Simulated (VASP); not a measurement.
# ZnSe (I-4m2) in VASP: single point with HSE06

Aim: the single point of ZnSe with HSE06.

Everything below comes from runs of VASP 6.6.1. Logs are shortened: lines on timing, memory, paths and dates and some standing lists are left out, and cuts for length are marked.

## Step 1: The cell of the first run

The structure is tetragonal, space group I-4m2 (No. 119). Conventional cell: a = 4.006 Å, b = 4.006 Å, c = 5.721 Å, α = 90.00°, β = 90.00°, γ = 90.00°. Within 3.2 Å of Zn (site symmetry -4m2) lie 4 Se at 2.46 Å. Within 3.2 Å of Se (site symmetry -4m2) lie 4 Zn at 2.46 Å.

## Step 2: Single point, HSE06 (uniaxial z strain +1.0%)

Input file POSCAR:

```
ZnSe
1.0
    0.0000000000      2.8324206844      2.8607448912
    2.8324206844      0.0000000000      2.8607448912
    2.8324206844      2.8324206844      0.0000000000
Zn Se
1 1
Direct
    0.0000000000      0.0000000000      0.0000000000
    0.2500000000      0.2500000000      0.2500000000
```

Input file INCAR.step1:

```
SYSTEM = ZnSe
ALGO = Normal
EDIFF = 1E-5
ENCUT = 520
GGA = PE
ISIF = 2
ISMEAR = 0
KPAR = 4
LASPH = .True.
LCHARG = .False.
LREAL = .False.
LWAVE = .True.
NBANDS = 16
NELM = 100
PREC = Accurate
SIGMA = 0.01
```

Input file INCAR.step2:

```
SYSTEM = ZnSe
ALGO = Normal
EDIFF = 1E-7
ENCUT = 520
GGA = PE
HFSCREEN = 0.2079
ISIF = 2
ISMEAR = 0
ISTART = 1
KPAR = 4
LASPH = .True.
LCHARG = .False.
LHFCALC = .True.
LREAL = .False.
LWAVE = .False.
NBANDS = 16
NELM = 100
PREC = Accurate
PRECFOCK = Normal
SIGMA = 0.01
```

Input file KPOINTS:

```
k-points
0
Gamma
  6 6 6
  0 0 0
```

Potentials or basis: VASP PAW PBE potentials, release 64 (Zn, Se).

Run with:

```
cat potpaw_PBE.64/Zn/POTCAR potpaw_PBE.64/Se/POTCAR > POTCAR
cp INCAR.step1 INCAR
mpirun -np 4 vasp_std > vasp.out
cp INCAR.step2 INCAR
mpirun -np 4 vasp_std > vasp.out
```

OUTCAR:

```text
SYSTEM = ZnSe
   EDIFF = 1E-7
   ENCUT = 520
   GGA = PE
   HFSCREEN = 0.2079
   ISIF = 2
   ISMEAR = 0
   ISTART = 1
   LASPH = .True.
   LHFCALC = .True.
   LREAL = .False.
   NELM = 100
   PREC = Accurate
   PRECFOCK = Normal

 ion  position               nearest neighbor table
   1  0.000  0.000  0.000-   2 2.46   2 2.46   2 2.46   2 2.46
   2  0.250  0.250  0.250-   1 2.46   1 2.46   1 2.46   1 2.46

  LATTYP: Found a body centered tetragonal cell.
 ALAT       =     4.0056477462
 C/A-ratio  =     1.4283556980

  Lattice vectors:

 A1 = (  -2.8324206844,   0.0000000000,   2.8607448912)
 A2 = (   2.8324206844,   0.0000000000,   2.8607448912)
 A3 = (   0.0000000000,   2.8324206844,  -2.8607448912)

Analysis of symmetry for initial positions (statically):
=====================================================================
 Subroutine PRICEL returns:
 Original cell was already a primitive cell.

 Routine SETGRP: Setting up the symmetry group for a
 body centered tetragonal supercell.

 Subroutine GETGRP returns: Found  8 space group operations
 (whereof  8 operations were pure point group operations)
 out of a pool of 16 trial point group operations.

The static configuration has the point symmetry D_2d.

Analysis of symmetry for dynamics (positions and initial velocities):
=====================================================================
 Subroutine PRICEL returns:
 Original cell was already a primitive cell.

 Routine SETGRP: Setting up the symmetry group for a
 body centered tetragonal supercell.

 Subroutine GETGRP returns: Found  8 space group operations
 (whereof  8 operations were pure point group operations)
 out of a pool of 16 trial point group operations.

The dynamic configuration has the point symmetry D_2d.

 Subroutine INISYM returns: Found  8 space group operations
 (whereof  8 operations are pure point group operations),
 and found     1 'primitive' translations

----------------------------------------------------------------------------------------

                                     Primitive cell

  volume of cell :      45.9013

  direct lattice vectors                    reciprocal lattice vectors
     0.000000000  2.832420684  2.860744891    -0.176527450  0.176527450  0.174779653
     2.832420684  0.000000000  2.860744891     0.176527450 -0.176527450  0.174779653
     2.832420684  2.832420684  0.000000000     0.176527450  0.176527450 -0.174779653

  length of vectors
     4.025725806  4.025725806  4.005647746     0.304748762  0.304748762  0.304748762

  position of ions in fractional coordinates (direct lattice)
     0.000000000  0.000000000  0.000000000
     0.250000000  0.250000000  0.250000000

  ion indices of the primitive-cell ions
   primitive index   ion index
                 1           1
                 2           2

----------------------------------------------------------------------------------------

 KPOINTS: k-points

Automatic generation of k-mesh.
 Grid dimensions read from file:
 generate k-points for:    6    6    6

 Generating k-lattice:

  Cartesian coordinates                     Fractional coordinates (reciprocal lattice)
    -0.029421242  0.029421242  0.029129942     0.166666667  0.000000000  0.000000000
     0.029421242 -0.029421242  0.029129942     0.000000000  0.166666667  0.000000000
     0.029421242  0.029421242 -0.029129942     0.000000000  0.000000000  0.166666667

  Length of vectors
     0.050791460  0.050791460  0.050791460

  Shift w.r.t. Gamma in fractional coordinates (k-lattice)
     0.000000000  0.000000000  0.000000000

 Subroutine IBZKPT returns following result:
 ===========================================

 Found     30 irreducible k-points:

 Following reciprocal coordinates:
            Coordinates               Weight
  0.000000  0.000000  0.000000      1.000000
  0.166667 -0.000000  0.000000      8.000000
  0.333333 -0.000000  0.000000      8.000000
  0.500000 -0.000000  0.000000      4.000000
  0.166667  0.166667  0.000000      2.000000
  0.333333  0.166667  0.000000      8.000000
[... 16 lines left out ...]
  0.333333  0.000000  0.333333      4.000000
  0.500000 -0.000000  0.333333     16.000000
 [... further k-points ...]
   k-points           NKPTS =     30   k-points in BZ     NKDIM =    216   number of bands    NBANDS=     16
   number of dos      NEDOS =    301   number of ions     NIONS =      2
   total plane-waves  NPLWV =  27000
   dimension x,y,z NGX =    30 NGY =   30 NGZ =   30
   dimension x,y,z NGXF=    60 NGYF=   60 NGZF=   60
   ions per type =               1   1
   NGX,Y,Z   is equivalent  to a cutoff of  12.39, 12.39, 12.45 a.u.
   NGXF,Y,Z  is equivalent  to a cutoff of  24.78, 24.78, 24.90 a.u.
 SYSTEM =  ZnSe
   PREC   = accura    normal or accurate (medium, high low for compatibility)
   ISTART =      1    job   : 0-new  1-cont  2-samecut
   ICHARG =      0    charge: 1-file 2-atom 10-const
   ISPIN  =      1    spin polarized calculation?
   LNONCOLLINEAR =      F non collinear calculations
   LSORBIT =      F    spin-orbit coupling
   LASPH  =      T    aspherical Exc in radial PAW
   ENCUT  =  520.0 eV  38.22 Ry    6.18 a.u.   7.49  7.49  7.45*2*pi/ulx,y,z
   NELM   =    100;   NELMIN=  2; NELMDL=  0     # of ELM steps
   EDIFF  = 0.1E-06   stopping-criterion for ELM
   LREAL  =      F    real-space projection
   EDIFFG = 0.1E-05   stopping-criterion for IOM
   NSW    =      0    number of steps for IOM
   IBRION =     -1    ionic relax: 0-MD 1-quasi-New 2-CG
   NFREE  =      0    steps in history (QN), initial steepest desc. (CG)
   ISIF   =      2    stress and relaxation
   ISYM   =      3    0-nonsym 1-usesym 2-fastsym
   POTIM  = 0.5000    time-step for ionic-motion
   TEBEG  =    0.0;   TEEND  =   0.0 temperature during run
   PSTRESS=    0.0 pullay stress
   NELECT =      18.0000    total number of electrons
   NUPDOWN=      -1.0000    fix difference up-down
   EMIN   =  10.00;   EMAX   =-10.00  energy-range for DOS
   EFERMI =   0.00;   METHOD = LEGACY
   ISMEAR =     0;   SIGMA  =   0.01  broadening in eV -4-tet -1-fermi 0-gaus
   EFERMI_NEDOS =   21; number of points for ismear=-14 and -15
   IALGO  =     38    algorithm
   IMIX   =      1    mixing-type and parameters
     AMIX     =   0.40;   BMIX     =  1.00
     AMIX_MAG =   1.60;   BMIX_MAG =  1.00
  volume/ion in A,a.u.               =      22.95       154.88
  Fermi-wavevector in a.u.,A,eV,Ry     =   1.198278  2.264416 19.536188  1.435869
  Thomas-Fermi vector in A             =   2.334171
   LORBIT       =      0    0 simple, 1 ext, 2 COOP (PROOUT), +10 PAW based schemes
   GGA     = PE    functional components
   LHFCALC =     T    Hartree Fock is set to
   PRECFOCK=normal    Normal, Fast or Accurate (Low or Medium for compatibility)
   ENCUT4O =  -1.0   cutoff for four orbital integrals eV
   NKREDX  =     1    reduce k-point grid by
   NKREDY  =     1    reduce k-point grid by
   NKREDZ  =     1    reduce k-point grid by
   AEXX    =    0.2500 exact exchange contribution
   HFSCREEN=    0.2079 screening length (either q_TF or 0.3 A-1)
   HFSCREENC=   0.2079 screening length for correlation (either q_TF or 0.3 A-1)
   ENCUTFOCK=  -1.0 apply spherical cutoff to Coloumb kernel
   IVDW    =     0    specifies the selected vdW correction
   LEPSILON=     F    determine dielectric tensor
   LRPA    =     F    only Hartree local field effects (RPA)
 non-spin polarized calculation
 Gauss-broadening in eV      SIGMA  =   0.01
  energy-cutoff  :      520.00
  volume of cell :       45.90
 maximum number of plane-waves:      1251
 NGX is ok and might be reduce to    30
  NGX = 24; NGY = 24; NGZ = 24

 number of electron      18.0000015 magnetization

 Free energy of the ion-electron system (eV)
  ---------------------------------------------------
  ext. energy  EPLUGINS =         0.00000000
  ---------------------------------------------------
  free energy    TOTEN  =        -7.42751406 eV

  energy without entropy =       -7.42751406  energy(sigma->0) =       -7.42751406

 E-fermi :   1.0079     XC(G=0):  -7.7060

 val. band max:        0.9034148831   @ k =   0.0000   0.0000   0.0000
 cond. band min:       3.2563012524   @ k =   0.0000   0.0000   0.0000
 fundamental gap:      2.3528863692
 Fermi energy:         1.0078754012

 k-point     1 :       0.0000    0.0000    0.0000
  band No.  band energies     occupation
      1     -13.4285      2.00000
      2      -7.2625      2.00000
      3      -7.2588      2.00000
      4      -7.2588      2.00000
      5      -6.9383      2.00000
      6      -6.9375      2.00000
[... 8 lines left out ...]
     15      13.4710      0.00000
     16      13.6620      0.00000

 k-point     2 :       0.1667   -0.0000    0.0000
  band No.  band energies     occupation
      1     -13.2403      2.00000
      2      -7.2379      2.00000
      3      -7.2349      2.00000
      4      -7.2197      2.00000
      5      -6.9395      2.00000
      6      -6.9394      2.00000
[... 8 lines left out ...]
     15      12.5595      0.00000
     16      13.1860      0.00000

 k-point     3 :       0.3333   -0.0000    0.0000
  band No.  band energies     occupation
      1     -12.8210      2.00000
      2      -7.1980      2.00000
      3      -7.1943      2.00000
      4      -7.0224      2.00000
      5      -6.9344      2.00000
      6      -6.9323      2.00000
[... 8 lines left out ...]
     15      13.1562      0.00000
     16      13.1750      0.00000

 k-point     4 :       0.5000   -0.0000    0.0000
  band No.  band energies     occupation
      1     -12.5844      2.00000
      2      -7.1834      2.00000
      3      -7.1790      2.00000
      4      -6.9258      2.00000
      5      -6.9227      2.00000
      6      -6.7566      2.00000
[... 8 lines left out ...]
     15      15.3182      0.00000
     16      15.4048      0.00000
[... 324 lines left out ...]
 k-point    22 :      -0.3333    0.5000    0.1667
  band No.  band energies     occupation
      1     -12.3045      2.00000
      2      -7.1279      2.00000
      3      -7.0805      2.00000
      4      -7.0002      2.00000
      5      -6.9246      2.00000
      6      -6.6355      2.00000
[... 8 lines left out ...]
     15      16.0754      0.00000
     16      16.3716      0.00000

 k-point    23 :       0.3333    0.0000    0.3333
  band No.  band energies     occupation
      1     -12.6132      2.00000
      2      -7.1582      2.00000
      3      -7.1093      2.00000
      4      -7.1034      2.00000
      5      -6.9090      2.00000
      6      -6.9040      2.00000
[... 8 lines left out ...]
     15      15.0964      0.00000
     16      17.5958      0.00000

 k-point    24 :       0.5000   -0.0000    0.3333
  band No.  band energies     occupation
      1     -12.3750      2.00000
      2      -7.1424      2.00000
      3      -7.0773      2.00000
      4      -7.0391      2.00000
      5      -6.9077      2.00000
      6      -6.7298      2.00000
[... 8 lines left out ...]
     15      15.7330      0.00000
     16      16.6326      0.00000

 [... further k-points ...]

------------------------ aborting loop because EDIFF is reached ----------------------------------------

  FORCE on cell =-STRESS in cart. coord.  units (eV):
  Direction    XX          YY          ZZ          XY          YZ          ZX
  --------------------------------------------------------------------------------------
  -------------------------------------------------------------------------------------
  Total        0.2083882      0.2083882      0.1009096      0.0000000      0.0000000     -0.0000000
  in kB        7.2737630      7.2737630      3.5222371      0.0000000      0.0000000     -0.0000000
  external PRESSURE =       6.0232544 kB  Pullay stress =       0.0000000 kB

 VOLUME and BASIS-vectors are now :
 -----------------------------------------------------------------------------
  energy-cutoff  :      520.00
  volume of cell :       45.90
      direct lattice vectors                 reciprocal lattice vectors
     0.000000000  2.832420684  2.860744891    -0.176527450  0.176527450  0.174779653
     2.832420684  0.000000000  2.860744891     0.176527450 -0.176527450  0.174779653
     2.832420684  2.832420684  0.000000000     0.176527450  0.176527450 -0.174779653

 POSITION                                       TOTAL-FORCE (eV/Angst)
 -----------------------------------------------------------------------------------
      0.00000      0.00000      0.00000        -0.000000     -0.000000      0.000000
      1.41621      1.41621      1.43037         0.000000      0.000000     -0.000000
 -----------------------------------------------------------------------------------
    total drift:                                0.000001      0.000001      0.000004

  FREE ENERGIE OF THE ION-ELECTRON SYSTEM (eV)
  ---------------------------------------------------
  free  energy   TOTEN  =        -7.4275140576 eV

  energy  without entropy=       -7.4275140576  energy(sigma->0) =       -7.42751406
```

Run time: 31 min. Hardware: 4 MPI ranks of Intel Xeon Platinum 8375C at 2.90GHz (Ice Lake), shared host; peak memory 0.29 GiB.

What came out:

```yaml
Free_energy: -7.4275 eV
Pressure: 0.6 GPa
Band_gap_on_the_k_mesh: 2.35 eV
```

Stress tensor (GPa, compression positive):
```
0.73 0.00 0.00
0.00 0.73 0.00
0.00 0.00 0.35
```

Levels at points of the mesh, in eV from the valence-band top:
| k point | band 6 | band 7 | band 8 | band 9 | band 10 | band 11 | band 12 | band 13 |
| --- | --- | --- | --- | --- | --- | --- | --- | --- |
| (0.00, 0.00, 0.00) | -7.84 | -0.04 | 0.00 | 0.00 | 2.35 | 6.93 | 6.93 | 6.93 |
| (0.50, 0.00, 0.00) | -7.66 | -5.49 | -0.95 | -0.88 | 3.61 | 7.44 | 7.52 | 9.70 |
| (0.50, 0.50, 0.00) | -7.62 | -5.14 | -2.25 | -2.25 | 3.89 | 4.55 | 12.02 | 12.74 |
| (0.50, 0.00, 0.50) | -7.61 | -5.08 | -2.32 | -2.30 | 3.84 | 4.45 | 12.12 | 12.67 |

Caveat: the cell differs from its parent crystal (uniaxial z strain +1.0%); the PAW data sets were made with another functional, which shifts forces and pressure a little.
